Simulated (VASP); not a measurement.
# Cl (Cmce) in VASP: notebook

Cl is run at these levels: PBEsol; tasks: single point.

All numbers are computed with VASP 6.6.1; they aren't measurements. Logs are shortened: lines on timing, memory, paths and dates and some standing lists are left out, and cuts for length are marked.

### Step 1. The cell of the first run

The structure is orthorhombic, space group Cmce (No. 64). The conventional cell has a = 6.603 Å, b = 3.830 Å, c = 7.959 Å, α = 90.00°, β = 90.00°, γ = 90.00°. Within 2.7 Å of Cl (site symmetry m) lie 1 Cl at 2.04 Å.

### Step 2. Single point, PBEsol (25.16 Å³/atom)

Contents of INCAR:

```
SYSTEM = Cl
  PREC = Accurate
  ENCUT = 520
  EDIFF = 1E-6
  ISMEAR = 0
  SIGMA = 0.02
  LREAL = .False.
  LASPH = .True.
  NELM = 60
  ALGO = Normal
  ISIF = 2
  LWAVE = .False.
  LCHARG = .False.
  GGA = PS
  NBANDS = 22
```

Contents of KPOINTS:

```
regular mesh
0
Gamma
  8 8 4
  0 0 0
```

Contents of POSCAR:

```
Cl
1.0
    3.3014734685     -1.9149868459      0.0000000000
    3.3014734685      1.9149868459      0.0000000000
    0.0000000000      0.0000000000      7.9593847147
Cl
4
Direct
    0.8708634424      0.1291365576      0.1117587388
    0.6291365576      0.3708634424      0.6117587388
    0.1291365576      0.8708634424      0.8882412612
    0.3708634424      0.6291365576      0.3882412612
```

Potentials or basis: VASP PAW PBE potentials, release 64 (Cl).

Command:

```
> cat potpaw_PBE.64/Cl/POTCAR > POTCAR
> mpirun -np 1 vasp_std > vasp.out
```

OUTCAR:

```text
SYSTEM = Cl
   PREC = Accurate
   ENCUT = 520
   EDIFF = 1E-6
   ISMEAR = 0
   LREAL = .False.
   LASPH = .True.
   NELM = 60
   ISIF = 2
   GGA = PS

 ion  position               nearest neighbor table
   1  0.871  0.129  0.112-   3 2.04
   2  0.629  0.371  0.612-   4 2.04
   3  0.129  0.871  0.888-   1 2.04
   4  0.371  0.629  0.388-   2 2.04

  LATTYP: Found a base centered orthorhombic cell.
 ALAT       =     3.8299736918
 B/A-ratio  =     1.7240188754
 C/A-ratio  =     2.0781826078

  Lattice vectors:

 A1 = (  -3.3014734685,  -1.9149868459,   0.0000000000)
 A2 = (   3.3014734685,  -1.9149868459,   0.0000000000)
 A3 = (   0.0000000000,   0.0000000000,   7.9593847147)

Analysis of symmetry for initial positions (statically):
=====================================================================
 Subroutine PRICEL returns:
 Original cell was already a primitive cell.

 Routine SETGRP: Setting up the symmetry group for a
 base centered orthorhombic supercell.

 Subroutine GETGRP returns: Found  8 space group operations
 (whereof  4 operations were pure point group operations)
 out of a pool of  8 trial point group operations.

The static configuration has the point symmetry C_2h.
 The point group associated with its full space group is D_2h.

Analysis of symmetry for dynamics (positions and initial velocities):
=====================================================================
 Subroutine PRICEL returns:
 Original cell was already a primitive cell.

 Routine SETGRP: Setting up the symmetry group for a
 base centered orthorhombic supercell.

 Subroutine GETGRP returns: Found  8 space group operations
 (whereof  4 operations were pure point group operations)
 out of a pool of  8 trial point group operations.

The dynamic configuration has the point symmetry C_2h.
 The point group associated with its full space group is D_2h.

 Subroutine INISYM returns: Found  8 space group operations
 (whereof  4 operations are pure point group operations),
 and found     1 'primitive' translations

----------------------------------------------------------------------------------------

                                     Primitive cell

  volume of cell :     100.6429

  direct lattice vectors                    reciprocal lattice vectors
     3.301473468 -1.914986846  0.000000000     0.151447529 -0.261098399  0.000000000
     3.301473468  1.914986846  0.000000000     0.151447529  0.261098399  0.000000000
     0.000000000  0.000000000  7.959384715     0.000000000  0.000000000  0.125637852

  length of vectors
     3.816661065  3.816661065  7.959384715     0.301842224  0.301842224  0.125637852

  position of ions in fractional coordinates (direct lattice)
     0.870863442  0.129136558  0.111758739
     0.629136558  0.370863442  0.611758739
     0.129136558  0.870863442  0.888241261
     0.370863442  0.629136558  0.388241261

  ion indices of the primitive-cell ions
   primitive index   ion index
                 1           1
                 2           2
                 3           3
                 4           4

----------------------------------------------------------------------------------------

 KPOINTS: regular mesh

Automatic generation of k-mesh.
 Grid dimensions read from file:
 generate k-points for:    8    8    4

 Generating k-lattice:

  Cartesian coordinates                     Fractional coordinates (reciprocal lattice)
     0.018930941 -0.032637300  0.000000000     0.125000000  0.000000000  0.000000000
     0.018930941  0.032637300  0.000000000     0.000000000  0.125000000  0.000000000
     0.000000000  0.000000000  0.031409463     0.000000000  0.000000000  0.250000000

  Length of vectors
     0.037730278  0.037730278  0.031409463

  Shift w.r.t. Gamma in fractional coordinates (k-lattice)
     0.000000000  0.000000000  0.000000000

 Subroutine IBZKPT returns following result:
 ===========================================

 Found     63 irreducible k-points:

 Following reciprocal coordinates:
            Coordinates               Weight
  0.000000  0.000000  0.000000      1.000000
  0.125000  0.000000  0.000000      4.000000
  0.250000  0.000000  0.000000      4.000000
  0.375000 -0.000000  0.000000      4.000000
  0.500000  0.000000  0.000000      2.000000
  0.125000  0.125000  0.000000      2.000000
[... 16 lines left out ...]
  0.125000  0.000000  0.250000      8.000000
  0.250000  0.000000  0.250000      8.000000
 [... further k-points ...]
   k-points           NKPTS =     63   k-points in BZ     NKDIM =     63   number of bands    NBANDS=     22
   number of dos      NEDOS =    301   number of ions     NIONS =      4
   total plane-waves  NPLWV =  47040
   dimension x,y,z NGX =    28 NGY =   28 NGZ =   60
   dimension x,y,z NGXF=    56 NGYF=   56 NGZF=  120
   ions per type =               4
   NGX,Y,Z   is equivalent  to a cutoff of  12.20, 12.20, 12.53 a.u.
   NGXF,Y,Z  is equivalent  to a cutoff of  24.39, 24.39, 25.06 a.u.
 SYSTEM =  Cl
   PREC   = accura    normal or accurate (medium, high low for compatibility)
   ISTART =      0    job   : 0-new  1-cont  2-samecut
   ICHARG =      2    charge: 1-file 2-atom 10-const
   ISPIN  =      1    spin polarized calculation?
   LNONCOLLINEAR =      F non collinear calculations
   LSORBIT =      F    spin-orbit coupling
   LASPH  =      T    aspherical Exc in radial PAW
   ENCUT  =  520.0 eV  38.22 Ry    6.18 a.u.   7.10  7.10 14.80*2*pi/ulx,y,z
   NELM   =     60;   NELMIN=  2; NELMDL= -5     # of ELM steps
   EDIFF  = 0.1E-05   stopping-criterion for ELM
   LREAL  =      F    real-space projection
   EDIFFG = 0.1E-04   stopping-criterion for IOM
   NSW    =      0    number of steps for IOM
   IBRION =     -1    ionic relax: 0-MD 1-quasi-New 2-CG
   NFREE  =      0    steps in history (QN), initial steepest desc. (CG)
   ISIF   =      2    stress and relaxation
   ISYM   =      2    0-nonsym 1-usesym 2-fastsym
   POTIM  = 0.5000    time-step for ionic-motion
   TEBEG  =    0.0;   TEEND  =   0.0 temperature during run
   PSTRESS=    0.0 pullay stress
   NELECT =      28.0000    total number of electrons
   NUPDOWN=      -1.0000    fix difference up-down
   EMIN   =  10.00;   EMAX   =-10.00  energy-range for DOS
   EFERMI =   0.00;   METHOD = LEGACY
   ISMEAR =     0;   SIGMA  =   0.02  broadening in eV -4-tet -1-fermi 0-gaus
   EFERMI_NEDOS =   21; number of points for ismear=-14 and -15
   IALGO  =     38    algorithm
   IMIX   =      4    mixing-type and parameters
     AMIX     =   0.40;   BMIX     =  1.00
     AMIX_MAG =   1.60;   BMIX_MAG =  1.00
  volume/ion in A,a.u.               =      25.16       169.79
  Fermi-wavevector in a.u.,A,eV,Ry     =   1.068726  2.019600 15.540245  1.142176
  Thomas-Fermi vector in A             =   2.204383
   LORBIT       =      0    0 simple, 1 ext, 2 COOP (PROOUT), +10 PAW based schemes
   GGA     = PS    functional components
   LHFCALC =     F    Hartree Fock is set to
   AEXX    =    0.0000 exact exchange contribution
   IVDW    =     0    specifies the selected vdW correction
   LEPSILON=     F    determine dielectric tensor
   LRPA    =     F    only Hartree local field effects (RPA)
 non-spin polarized calculation
 Gauss-broadening in eV      SIGMA  =   0.02
  energy-cutoff  :      520.00
  volume of cell :      100.64
 maximum number of plane-waves:      2736
   NGX = 15   NGY = 15   NGZ = 29

 number of electron      28.0000005 magnetization

 Free energy of the ion-electron system (eV)
  ---------------------------------------------------
  ext. energy  EPLUGINS =         0.00000000
  ---------------------------------------------------
  free energy    TOTEN  =        -8.04905831 eV

  energy without entropy =       -8.04905831  energy(sigma->0) =       -8.04905831

 E-fermi :   0.7911     XC(G=0):  -8.6034

 val. band max:        0.6533837261   @ k =   0.0000   0.0000   0.0000
 cond. band min:       2.6770852025   @ k =   0.0000   0.0000   0.0000
 fundamental gap:      2.0237014764
 Fermi energy:         0.7911006998

 k-point     1 :       0.0000    0.0000    0.0000
  band No.  band energies     occupation
      1     -16.3529      2.00000
      2     -15.8415      2.00000
      3     -12.7805      2.00000
      4     -11.4254      2.00000
      5      -5.4559      2.00000
      6      -3.6225      2.00000
[... 14 lines left out ...]
     21      11.6190      0.00000
     22      11.8338      0.00000

 k-point     2 :       0.1250    0.0000    0.0000
  band No.  band energies     occupation
      1     -16.2987      2.00000
      2     -15.8206      2.00000
      3     -12.7281      2.00000
      4     -11.4819      2.00000
      5      -5.4448      2.00000
      6      -3.7531      2.00000
[... 14 lines left out ...]
     21      10.9680      0.00000
     22      11.5661      0.00000

 k-point     3 :       0.2500    0.0000    0.0000
  band No.  band energies     occupation
      1     -16.1547      2.00000
      2     -15.7775      2.00000
      3     -12.5829      2.00000
      4     -11.6418      2.00000
      5      -5.4209      2.00000
      6      -4.1683      2.00000
[... 14 lines left out ...]
     21      10.7151      0.00000
     22      11.3863      0.00000

 k-point     4 :       0.3750   -0.0000    0.0000
  band No.  band energies     occupation
      1     -15.9735      2.00000
      2     -15.7625      2.00000
      3     -12.3738      2.00000
      4     -11.8730      2.00000
      5      -5.3581      2.00000
      6      -4.7212      2.00000
[... 14 lines left out ...]
     21      11.1794      0.00000
     22      12.2088      0.00000

 k-point     5 :       0.5000    0.0000    0.0000
  band No.  band energies     occupation
      1     -15.8260      2.00000
      2     -15.8260      2.00000
      3     -12.1291      2.00000
      4     -12.1291      2.00000
      5      -5.1489      2.00000
      6      -5.1489      2.00000
[... 14 lines left out ...]
     21      12.1786      0.00000
     22      12.1786      0.00000

 k-point     6 :       0.1250    0.1250    0.0000
  band No.  band energies     occupation
      1     -16.3202      2.00000
      2     -15.8170      2.00000
      3     -12.7470      2.00000
      4     -11.4183      2.00000
      5      -5.4291      2.00000
      6      -3.6423      2.00000
[... 14 lines left out ...]
     21      11.2492      0.00000
     22      11.2579      0.00000

 k-point     7 :       0.2500    0.1250    0.0000
  band No.  band energies     occupation
      1     -16.2407      2.00000
      2     -15.7789      2.00000
      3     -12.6685      2.00000
      4     -11.4730      2.00000
      5      -5.3977      2.00000
      6      -3.7951      2.00000
[... 324 lines left out ...]
      6      -4.3334      2.00000
[... 14 lines left out ...]
     21      11.1184      0.00000
     22      11.2022      0.00000

 k-point    21 :       0.5000    0.5000    0.0000
  band No.  band energies     occupation
      1     -16.1203      2.00000
      2     -15.6694      2.00000
      3     -12.5427      2.00000
      4     -11.3769      2.00000
      5      -5.2312      2.00000
      6      -3.8024      2.00000
[... 14 lines left out ...]
     21      11.4292      0.00000
     22      12.1259      0.00000

 k-point    22 :       0.0000    0.0000    0.2500
  band No.  band energies     occupation
      1     -16.2915      2.00000
      2     -15.9343      2.00000
      3     -12.5835      2.00000
      4     -11.6349      2.00000
      5      -5.2050      2.00000
      6      -3.9523      2.00000
[... 14 lines left out ...]
     21      11.4535      0.00000
     22      11.4958      0.00000

 k-point    23 :       0.1250    0.0000    0.2500
  band No.  band energies     occupation
      1     -16.2406      2.00000
      2     -15.9061      2.00000
      3     -12.5463      2.00000
      4     -11.6727      2.00000
      5      -5.2183      2.00000
      6      -4.0604      2.00000
[... 14 lines left out ...]
     21      10.9071      0.00000
     22      11.3158      0.00000

 k-point    24 :       0.2500    0.0000    0.2500
  band No.  band energies     occupation
      1     -16.1070      2.00000
      2     -15.8420      2.00000
      3     -12.4452      2.00000
      4     -11.7832      2.00000
      5      -5.2407      2.00000
      6      -4.3314      2.00000
[... 14 lines left out ...]
     21      10.8473      0.00000
     22      10.9827      0.00000

 [... further k-points ...]

------------------------ aborting loop because EDIFF is reached ----------------------------------------

  FORCE on cell =-STRESS in cart. coord.  units (eV):
  Direction    XX          YY          ZZ          XY          YZ          ZX
  --------------------------------------------------------------------------------------
  -------------------------------------------------------------------------------------
  Total        0.1993744      0.1576897     -0.1398593      0.0000000     -0.0000000      0.0000000
  in kB        3.1739259      2.5103307     -2.2264802      0.0000000     -0.0000000      0.0000000
  external PRESSURE =       1.1525921 kB  Pullay stress =       0.0000000 kB

 VOLUME and BASIS-vectors are now :
 -----------------------------------------------------------------------------
  energy-cutoff  :      520.00
  volume of cell :      100.64
      direct lattice vectors                 reciprocal lattice vectors
     3.301473468 -1.914986846  0.000000000     0.151447529 -0.261098399  0.000000000
     3.301473468  1.914986846  0.000000000     0.151447529  0.261098399  0.000000000
     0.000000000  0.000000000  7.959384715     0.000000000  0.000000000  0.125637852

 POSITION                                       TOTAL-FORCE (eV/Angst)
 -----------------------------------------------------------------------------------
      3.30147     -1.42040      0.88953         0.000000     -0.065417     -0.131992
      3.30147     -0.49459      4.86922         0.000000      0.065417     -0.131992
      3.30147      1.42040      7.06985         0.000000      0.065417      0.131992
      3.30147      0.49459      3.09016         0.000000     -0.065417      0.131992
 -----------------------------------------------------------------------------------
    total drift:                               -0.000000      0.000000      0.000000

  FREE ENERGIE OF THE ION-ELECTRON SYSTEM (eV)
  ---------------------------------------------------
  free  energy   TOTEN  =        -8.0490583119 eV

  energy  without entropy=       -8.0490583119  energy(sigma->0) =       -8.04905831
```

Run time: 46 s. Hardware: 1 thread of Intel Xeon 6975P-C (Granite Rapids), shared host; peak memory 0.24 GiB.

What came out:

```
Free energy            : -8.0491 eV
Pressure               : 0.1 GPa
Largest force          : 0.147 eV/Å
Band gap on the k mesh : 2.02 eV
```

Forces in eV/Å, atoms in the order of the input:
```
Cl   0.000 -0.065 -0.132
Cl   0.000  0.065 -0.132
Cl   0.000  0.065  0.132
Cl   0.000 -0.065  0.132
```

Stress tensor (GPa, compression positive):
```
 0.32  0.00  0.00
 0.00  0.25  0.00
 0.00  0.00 -0.22
```

Levels at points of the mesh, in eV from the valence-band top:
```tsv
k point	band 10	band 11	band 12	band 13	band 14	band 15	band 16	band 17	band 18	band 19
(0.00, 0.00, 0.00)	-2.27	-1.26	-0.53	-0.42	0.00	2.02	3.05	6.55	6.91	8.00
(0.50, 0.00, 0.00)	-2.78	-1.25	-1.25	-0.58	-0.58	2.96	2.96	7.58	7.58	10.04
(0.50, 0.50, 0.00)	-2.63	-1.88	-1.42	-0.59	-0.28	2.06	2.90	7.89	8.14	8.72
(0.00, 0.00, 0.50)	-2.34	-1.10	-1.10	-0.20	-0.20	2.45	2.45	7.01	7.01	8.99
(0.50, 0.00, 0.50)	-2.85	-0.81	-0.81	-0.18	-0.18	2.45	2.45	7.94	7.94	9.31
(0.50, 0.50, 0.50)	-2.58	-1.19	-1.19	-1.01	-1.01	2.40	2.40	8.80	8.80	9.59
```

Caveat: this functional lacks dispersion, which holds the molecules together, so the pressure and a relaxed volume are unreliable; the PAW data sets were made with another functional, which shifts forces and pressure a little. A k mesh can miss the band edges.

### Step 3. Single point, PBEsol (25.96 Å³/atom)

This run uses another cell than the first one, of 25.96 Å³/atom.

Contents of INCAR:

```
PREC     = Accurate       # precision mode
ENCUT    = 520            # plane-wave cutoff, eV
EDIFF    = 1E-7           # SCF threshold, eV
ISMEAR   = 0              # smearing method
SIGMA    = 0.02           # smearing width, eV
LREAL    = False          # projectors in reciprocal space
LASPH    = True           # aspherical terms in the spheres
NELM     = 100            # most SCF steps
ALGO     = Normal         # electronic algorithm
ISIF     = 2              # what is computed and relaxed
LWAVE    = False          # write WAVECAR
LCHARG   = False          # write CHGCAR
GGA      = PS             # functional
NBANDS   = 22             # bands
```

Contents of KPOINTS:

```
Automatic mesh
0
Gamma
  8 8 4
```

Contents of POSCAR:

```
Cl
1.0
    3.3774650924     -1.9266744436      0.0000000000
    3.3774650924      1.9266744436      0.0000000000
    0.0000000000      0.0000000000      7.9799060493
Cl
4
Direct
    0.8719878790      0.1280121210      0.1114964230
    0.6280121210      0.3719878790      0.6114964230
    0.1280121210      0.8719878790      0.8885035770
    0.3719878790      0.6280121210      0.3885035770
```

Potentials or basis: VASP PAW PBE potentials, release 64 (Cl).

Command:

```
> cat potpaw_PBE.64/Cl/POTCAR > POTCAR
> mpirun -np 1 vasp_std > vasp.out
```

It took 66 s on 1 thread of Intel Xeon 6975P-C (Granite Rapids), shared host; peak memory 0.26 GiB.

Results (log left out):

```yaml
Free_energy: -8.0557 eV
Pressure: -0.1 GPa
Largest_force: 0.145 eV/Å
Band_gap_on_the_k_mesh: 2.04 eV
```

Forces on the atoms (eV/Å):
```
Cl   0.000 -0.066 -0.130
Cl   0.000  0.066 -0.130
Cl   0.000  0.066  0.130
Cl   0.000 -0.066  0.130
```

Stress tensor (GPa, compression positive):
```
 0.11  0.00  0.00
 0.00  0.03  0.00
 0.00  0.00 -0.41
```

Levels at points of the mesh, in eV from the valence-band top:
```tsv
k point	band 12	band 13	band 14	band 15	band 16	band 17
(0.00, 0.00, 0.00)	-0.51	-0.45	0.00	2.04	3.05	6.46
(0.50, 0.00, 0.00)	-1.18	-0.57	-0.57	2.96	2.96	7.61
(0.50, 0.50, 0.00)	-1.37	-0.55	-0.24	2.09	2.92	7.97
(0.00, 0.00, 0.50)	-1.06	-0.21	-0.21	2.46	2.46	6.93
(0.50, 0.00, 0.50)	-0.76	-0.18	-0.18	2.47	2.47	7.94
(0.50, 0.50, 0.50)	-1.14	-0.93	-0.93	2.43	2.43	8.85
```

Caveat: this functional lacks dispersion, which holds the molecules together, so the pressure and a relaxed volume are unreliable; the PAW data sets were made with another functional, which shifts forces and pressure a little. A k mesh can miss the band edges.
